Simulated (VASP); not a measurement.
# SrSbAu3 (P4/nmm) in VASP: single point with PBE

Aim: the single point of SrSbAu3 with PBE.

All numbers are computed with VASP 6.6.1; they aren't measurements. Logs are shortened: lines on timing, memory, paths and dates and some standing lists are left out, and cuts for length are marked.

**1. The cell of the first run**

The structure is tetragonal, space group P4/nmm (No. 129). The conventional cell has a = 6.430 Å, b = 6.430 Å, c = 5.670 Å, α = 90.00°, β = 90.00°, γ = 90.00°. Au (site symmetry 2/m) has 2 Sb at 2.63 Å and 6 Au at 2.91 to 3.22 Å and 4 Sr at 3.63 Å within 3.7 Å. Au (site symmetry 4mm) has 2 Sb at 2.53 to 3.14 Å and 4 Au at 2.91 Å and 4 Sr at 3.37 Å within 3.4 Å. Within 3.3 Å of Sb (site symmetry 4mm) lie 6 Au at 2.53 to 3.14 Å. Within 4.6 Å of Sr (site symmetry -4m2) lie 12 Au at 3.37 to 3.63 Å and 4 Sb at 3.55 Å and 4 Sr at 4.55 Å.

**2. Single point, PBE**

INCAR reads:

```
  PREC = Accurate
  ENCUT = 540
  EDIFF = 1E-6
  ISMEAR = -5
  SIGMA = 0.1
  LREAL = F
  LASPH = T
  NELM = 120
  ALGO = Normal
  ISIF = 2
  LWAVE = F
  LCHARG = F
  GGA = PE
  NBANDS = 93
  GGA_COMPAT = F
```

KPOINTS reads:

```
Automatic mesh
0
Gamma
  3 3 3
```

POSCAR reads:

```
SrSbAu3
1.0
    6.4302450000      0.0000000000      0.0000000000
    0.0000000000      6.4302450000      0.0000000000
    0.0000000000      0.0000000000      5.6702220000
Au Sb Sr
6 2 2
Direct
    0.0000000000      0.5000000000      0.5000000000
    0.0000000000      0.0000000000      0.5000000000
    0.5000000000      0.0000000000      0.5000000000
    0.5000000000      0.5000000000      0.5000000000
    0.2500000000      0.2500000000      0.8197500000
    0.7500000000      0.7500000000      0.1802500000
    0.2500000000      0.2500000000      0.2656000000
    0.7500000000      0.7500000000      0.7344000000
    0.2500000000      0.7500000000      0.0000000000
    0.7500000000      0.2500000000      0.0000000000
```

Potentials or basis: VASP PAW PBE potentials, release 64 (Au_sv_GW, Sb_d_GW, Sr_sv).

Run with:

```console
> cat potpaw_PBE.64/Au_sv_GW/POTCAR potpaw_PBE.64/Sb_d_GW/POTCAR potpaw_PBE.64/Sr_sv/POTCAR > POTCAR
> mpirun -np 1 vasp_std > vasp.out
```

OUTCAR:

```text
PREC = Accurate
   ENCUT = 540
   EDIFF = 1E-6
   ISMEAR = -5
   LREAL = F
   LASPH = T
   NELM = 120
   ISIF = 2
   GGA = PE

 ion  position               nearest neighbor table
   1  0.000  0.500  0.500-   7 2.63   8 2.63   5 2.91   6 2.91   2 3.22   4 3.22   2 3.22   4 3.22
                             9 3.63  10 3.63   9 3.63  10 3.63
   2  0.000  0.000  0.500-   7 2.63   8 2.63   5 2.91   6 2.91   1 3.22   3 3.22   1 3.22   3 3.22
                             9 3.63  10 3.63   9 3.63  10 3.63
   3  0.500  0.000  0.500-   7 2.63   8 2.63   5 2.91   6 2.91   2 3.22   4 3.22   4 3.22   2 3.22
                             9 3.63  10 3.63   9 3.63  10 3.63
   4  0.500  0.500  0.500-   7 2.63   8 2.63   5 2.91   6 2.91   1 3.22   3 3.22   3 3.22   1 3.22
                             9 3.63  10 3.63   9 3.63  10 3.63
   5  0.250  0.250  0.820-   7 2.53   2 2.91   3 2.91   4 2.91   1 2.91   7 3.14  10 3.37   9 3.37
                             9 3.37  10 3.37
   6  0.750  0.750  0.180-   8 2.53   2 2.91   3 2.91   4 2.91   1 2.91   8 3.14   9 3.37  10 3.37
                            10 3.37   9 3.37
   7  0.250  0.250  0.266-   5 2.53   2 2.63   3 2.63   4 2.63   1 2.63   5 3.14   9 3.55  10 3.55
                             9 3.55  10 3.55
   8  0.750  0.750  0.734-   6 2.53   2 2.63   3 2.63   4 2.63   1 2.63   6 3.14  10 3.55   9 3.55
                            10 3.55   9 3.55
   9  0.250  0.750  0.000-   5 3.37   6 3.37   5 3.37   6 3.37   7 3.55   7 3.55   8 3.55   8 3.55
                             1 3.63   2 3.63   3 3.63   4 3.63   1 3.63   2 3.63   3 3.63   4 3.63
  10  0.750  0.250  0.000-   5 3.37   6 3.37   6 3.37   5 3.37   7 3.55   8 3.55   8 3.55   7 3.55
                             1 3.63   2 3.63   3 3.63   4 3.63   1 3.63   2 3.63   3 3.63   4 3.63

  LATTYP: Found a simple tetragonal cell.
 ALAT       =     6.4302450000
 C/A-ratio  =     0.8818049701

  Lattice vectors:

 A1 = (   6.4302450000,   0.0000000000,   0.0000000000)
 A2 = (   0.0000000000,   6.4302450000,   0.0000000000)
 A3 = (   0.0000000000,   0.0000000000,   5.6702220000)

Analysis of symmetry for initial positions (statically):
=====================================================================
 Subroutine PRICEL returns:
 Original cell was already a primitive cell.

 Routine SETGRP: Setting up the symmetry group for a
 simple tetragonal supercell.

 Subroutine GETGRP returns: Found 16 space group operations
 (whereof  4 operations were pure point group operations)
 out of a pool of 16 trial point group operations.

The static configuration has the point symmetry C_2h.
 The point group associated with its full space group is D_4h.

Analysis of symmetry for dynamics (positions and initial velocities):
=====================================================================
 Subroutine PRICEL returns:
 Original cell was already a primitive cell.

 Routine SETGRP: Setting up the symmetry group for a
 simple tetragonal supercell.

 Subroutine GETGRP returns: Found 16 space group operations
 (whereof  4 operations were pure point group operations)
 out of a pool of 16 trial point group operations.

The dynamic configuration has the point symmetry C_2h.
 The point group associated with its full space group is D_4h.

 Subroutine INISYM returns: Found 16 space group operations
 (whereof  4 operations are pure point group operations),
 and found     1 'primitive' translations

----------------------------------------------------------------------------------------

                                     Primitive cell

  volume of cell :     234.4526

  direct lattice vectors                    reciprocal lattice vectors
     6.430245000  0.000000000  0.000000000     0.155515070  0.000000000  0.000000000
     0.000000000  6.430245000  0.000000000     0.000000000  0.155515070  0.000000000
     0.000000000  0.000000000  5.670222000     0.000000000  0.000000000  0.176359938

  length of vectors
     6.430245000  6.430245000  5.670222000     0.155515070  0.155515070  0.176359938

  position of ions in fractional coordinates (direct lattice)
     0.000000000  0.500000000  0.500000000
     0.000000000  0.000000000  0.500000000
     0.500000000  0.000000000  0.500000000
     0.500000000  0.500000000  0.500000000
     0.250000000  0.250000000  0.819750000
     0.750000000  0.750000000  0.180250000
     0.250000000  0.250000000  0.265600000
     0.750000000  0.750000000  0.734400000
     0.250000000  0.750000000  0.000000000
     0.750000000  0.250000000  0.000000000

  ion indices of the primitive-cell ions
   primitive index   ion index
                 1           1
                 2           2
                 3           3
                 4           4
                 5           5
                 6           6
                 7           7
                 8           8
                 9           9
                10          10

----------------------------------------------------------------------------------------

 KPOINTS: Automatic mesh

Automatic generation of k-mesh.
 Grid dimensions read from file:
 generate k-points for:    3    3    3

 Generating k-lattice:

  Cartesian coordinates                     Fractional coordinates (reciprocal lattice)
     0.051838357  0.000000000  0.000000000     0.333333333  0.000000000  0.000000000
     0.000000000  0.051838357  0.000000000     0.000000000  0.333333333  0.000000000
     0.000000000  0.000000000  0.058786646     0.000000000  0.000000000  0.333333333

  Length of vectors
     0.051838357  0.051838357  0.058786646

  Shift w.r.t. Gamma in fractional coordinates (k-lattice)
     0.000000000  0.000000000  0.000000000

 TETIRR: Found     34 inequivalent tetrahedra from      162

 Subroutine IBZKPT returns following result:
 ===========================================

 Found      6 irreducible k-points:

 Following reciprocal coordinates:
            Coordinates               Weight
  0.000000  0.000000  0.000000      1.000000
  0.333333  0.000000  0.000000      4.000000
  0.333333  0.333333  0.000000      4.000000
  0.000000  0.000000  0.333333      2.000000
  0.333333  0.000000  0.333333      8.000000
  0.333333  0.333333  0.333333      8.000000
   k-points           NKPTS =      6   k-points in BZ     NKDIM =      6   number of bands    NBANDS=     93
   number of dos      NEDOS =    301   number of ions     NIONS =     10
   total plane-waves  NPLWV = 120000
   dimension x,y,z NGX =    50 NGY =   50 NGZ =   48
   dimension x,y,z NGXF=   100 NGYF=  100 NGZF=   96
   ions per type =               6   2   2
   NGX,Y,Z   is equivalent  to a cutoff of  12.93, 12.93, 14.07 a.u.
   NGXF,Y,Z  is equivalent  to a cutoff of  25.85, 25.85, 28.15 a.u.
 SYSTEM =  unknown system
   PREC   = accura    normal or accurate (medium, high low for compatibility)
   ISTART =      0    job   : 0-new  1-cont  2-samecut
   ICHARG =      2    charge: 1-file 2-atom 10-const
   ISPIN  =      1    spin polarized calculation?
   LNONCOLLINEAR =      F non collinear calculations
   LSORBIT =      F    spin-orbit coupling
   LASPH  =      T    aspherical Exc in radial PAW
   ENCUT  =  540.0 eV  39.69 Ry    6.30 a.u.  12.18 12.18 10.74*2*pi/ulx,y,z
   NELM   =    120;   NELMIN=  2; NELMDL= -5     # of ELM steps
   EDIFF  = 0.1E-05   stopping-criterion for ELM
   LREAL  =      F    real-space projection
   EDIFFG = 0.1E-04   stopping-criterion for IOM
   NSW    =      0    number of steps for IOM
   IBRION =     -1    ionic relax: 0-MD 1-quasi-New 2-CG
   NFREE  =      0    steps in history (QN), initial steepest desc. (CG)
   ISIF   =      2    stress and relaxation
   ISYM   =      2    0-nonsym 1-usesym 2-fastsym
   POTIM  = 0.5000    time-step for ionic-motion
   TEBEG  =    0.0;   TEEND  =   0.0 temperature during run
   PSTRESS=    0.0 pullay stress
   NELECT =     164.0000    total number of electrons
   NUPDOWN=      -1.0000    fix difference up-down
   EMIN   =  10.00;   EMAX   =-10.00  energy-range for DOS
   EFERMI =   0.00;   METHOD = LEGACY
   ISMEAR =    -5;   SIGMA  =   0.10  broadening in eV -4-tet -1-fermi 0-gaus
   EFERMI_NEDOS =   21; number of points for ismear=-14 and -15
   IALGO  =     38    algorithm
   IMIX   =      4    mixing-type and parameters
     AMIX     =   0.40;   BMIX     =  1.00
     AMIX_MAG =   1.60;   BMIX_MAG =  1.00
  volume/ion in A,a.u.               =      23.45       158.22
  Fermi-wavevector in a.u.,A,eV,Ry     =   1.453241  2.746228 28.734286  2.111910
  Thomas-Fermi vector in A             =   2.570531
   LORBIT       =      0    0 simple, 1 ext, 2 COOP (PROOUT), +10 PAW based schemes
   GGA     = PE    functional components
   LHFCALC =     F    Hartree Fock is set to
   AEXX    =    0.0000 exact exchange contribution
   IVDW    =     0    specifies the selected vdW correction
   LEPSILON=     F    determine dielectric tensor
   LRPA    =     F    only Hartree local field effects (RPA)
 non-spin polarized calculation
 Fermi weights with tetrahedron method with Bloechl corrections
  energy-cutoff  :      540.00
  volume of cell :      234.45
 maximum number of plane-waves:      6693
 NGX is ok and might be reduce to    50
   NGX = 25   NGY = 25   NGZ = 21

 number of electron     163.9999988 magnetization

 Free energy of the ion-electron system (eV)
  ---------------------------------------------------
  ext. energy  EPLUGINS =         0.00000000
  ---------------------------------------------------
  free energy    TOTEN  =       -31.70176244 eV

  energy without entropy =      -31.70176244  energy(sigma->0) =      -31.70176244

 E-fermi :   6.4968     XC(G=0): -10.9837

 val. band max:        6.6052072859   @ k =   0.3333   0.3333   0.3333
 cond. band min:       6.3989841373   @ k =   0.3333   0.0000   0.0000
 fundamental gap:     -0.2062231486
 Fermi energy:         6.4968014398

 k-point     1 :       0.0000    0.0000    0.0000
  band No.  band energies     occupation
      1     -99.9380      2.00000
      2     -99.9379      2.00000
      3     -99.8789      2.00000
      4     -99.8783      2.00000
      5     -99.8783      2.00000
      6     -99.8776      2.00000
[... 565 lines left out ...]
     92      10.5518      0.00000
     93      10.7114      0.00000

------------------------ aborting loop because EDIFF is reached ----------------------------------------

  FORCE on cell =-STRESS in cart. coord.  units (eV):
  Direction    XX          YY          ZZ          XY          YZ          ZX
  --------------------------------------------------------------------------------------
  -------------------------------------------------------------------------------------
  Total        7.2529773      7.2529773     11.6725707     -0.0000000      0.0000000      0.0000000
  in kB       49.5646215     49.5646215     79.7667675     -0.0000000      0.0000000      0.0000000
  external PRESSURE =      59.6320035 kB  Pullay stress =       0.0000000 kB

 VOLUME and BASIS-vectors are now :
 -----------------------------------------------------------------------------
  energy-cutoff  :      540.00
  volume of cell :      234.45
      direct lattice vectors                 reciprocal lattice vectors
     6.430245000  0.000000000  0.000000000     0.155515070  0.000000000  0.000000000
     0.000000000  6.430245000  0.000000000     0.000000000  0.155515070  0.000000000
     0.000000000  0.000000000  5.670222000     0.000000000  0.000000000  0.176359938

 POSITION                                       TOTAL-FORCE (eV/Angst)
 -----------------------------------------------------------------------------------
      0.00000      3.21512      2.83511         0.000000     -0.000000     -0.000000
      0.00000      0.00000      2.83511         0.000000     -0.000000     -0.000000
      3.21512      0.00000      2.83511         0.000000     -0.000000     -0.000000
      3.21512      3.21512      2.83511         0.000000     -0.000000     -0.000000
      1.60756      1.60756      4.64816         0.000000     -0.000000     -0.981579
      4.82268      4.82268      1.02206        -0.000000      0.000000      0.981579
      1.60756      1.60756      1.50601        -0.000000     -0.000000     -0.526095
      4.82268      4.82268      4.16421         0.000000     -0.000000      0.526095
      1.60756      4.82268      0.00000         0.000000     -0.000000     -0.000000
      4.82268      1.60756      0.00000        -0.000000     -0.000000     -0.000000
 -----------------------------------------------------------------------------------
    total drift:                                0.000000      0.000000      0.000000

  FREE ENERGIE OF THE ION-ELECTRON SYSTEM (eV)
  ---------------------------------------------------
  free  energy   TOTEN  =       -31.7017624356 eV

  energy  without entropy=      -31.7017624356  energy(sigma->0) =      -31.70176244
```

It took 4 min on 1 thread of Intel Xeon 6975P-C (Granite Rapids), shared host; peak memory 0.41 GiB.

Results:

```yaml
Free_energy: -31.7018 eV
Pressure: 6.0 GPa
Largest_force: 0.982 eV/Å
Band_gap_on_the_k_mesh: zero (bands 82 and 83 overlap by 0.26 eV)
```

Forces in eV/Å, atoms in the order of the input:
```
Au   0.000  0.000  0.000
Au   0.000  0.000  0.000
Au   0.000  0.000  0.000
Au   0.000  0.000  0.000
Au   0.000  0.000 -0.982
Au   0.000  0.000  0.982
Sb   0.000  0.000 -0.526
Sb   0.000  0.000  0.526
Sr   0.000  0.000  0.000
Sr   0.000  0.000  0.000
```

Stress tensor (GPa, compression positive):
```
4.96 0.00 0.00
0.00 4.96 0.00
0.00 0.00 7.98
```

Levels at points of the mesh, in eV from the Fermi level:
| k point | band 79 | band 80 | band 81 | band 82 | band 83 | band 84 | band 85 | band 86 |
| --- | --- | --- | --- | --- | --- | --- | --- | --- |
| (0.00, 0.00, 0.00) | -2.84 | -2.44 | -2.44 | -1.22 | -0.16 | 0.46 | 0.46 | 0.61 |

Caveat: the k points lie up to 0.37 Å⁻¹ apart; spin-orbit coupling is left out, which moves the levels of the heavy elements; tetrahedron occupations give inexact forces and stress in metals.
